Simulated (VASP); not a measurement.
GaRe4:

```xyz
5
Lattice="-2.7612 2.7612 2.7612 2.7612 -2.7612 2.7612 2.7612 2.7612 -2.7612" Properties=species:S:1:pos:R:3 pbc="T T T"
Ga    0.0000    0.0000    0.0000
Re    1.3806    1.3806   -1.3806
Re    1.3806   -1.3806    1.3806
Re   -1.3806    1.3806    1.3806
Re    1.3806    1.3806    1.3806
```

The cell was generated, and may not be a known phase.

```yaml
Program: VASP 6.6.1
Task: relaxation of cell and atoms
Functional: PBE
Potentials_or_basis: VASP PAW PBE potentials, release 64 (Ga_d, Re)
Cutoff: 600 eV
k_mesh: 4 × 4 × 4
Occupations: gaussian, width 0.1 eV
Spin: no spin polarisation
```

At the start: pressure 10.9 GPa; volume 16.84 Å³/atom.

**Question.** Where does the relaxation end?

**Answer.** Over 4 steps the energy falls by 25.0 meV/atom and the volume is 17.62 Å³/atom (+4.6 %); space group Im-3m (No. 229, to 0.1 Å) before and after.

Step by step:
| step | energy change (eV) | largest force (eV/Å) | pressure (GPa) | volume (Å³) |
| --- | --- | --- | --- | --- |
| 1 | 0.0000 | 0.0000 | 10.93 | 84.21 |
| 2 | 0.6162 | 0.0000 | -19.42 | 99.00 |
| 3 | -0.1248 | 0.0000 | -0.45 | 88.25 |
| 4 | -0.1251 | 0.0000 | 0.00 | 88.08 |

Final structure:
```xyz
5
Lattice="-2.8029 2.8029 2.8029 2.8029 -2.8029 2.8029 2.8029 2.8029 -2.8029" Properties=species:S:1:pos:R:3 pbc="T T T"
Ga    0.0000    0.0000    0.0000
Re    1.4014    1.4014   -1.4014
Re    1.4014   -1.4014    1.4014
Re   -1.4014    1.4014    1.4014
Re    1.4014    1.4014    1.4014
```

Caveat: the k points lie up to 0.40 Å⁻¹ apart in the final cell; the highest band is partly filled, so the run has too few bands.
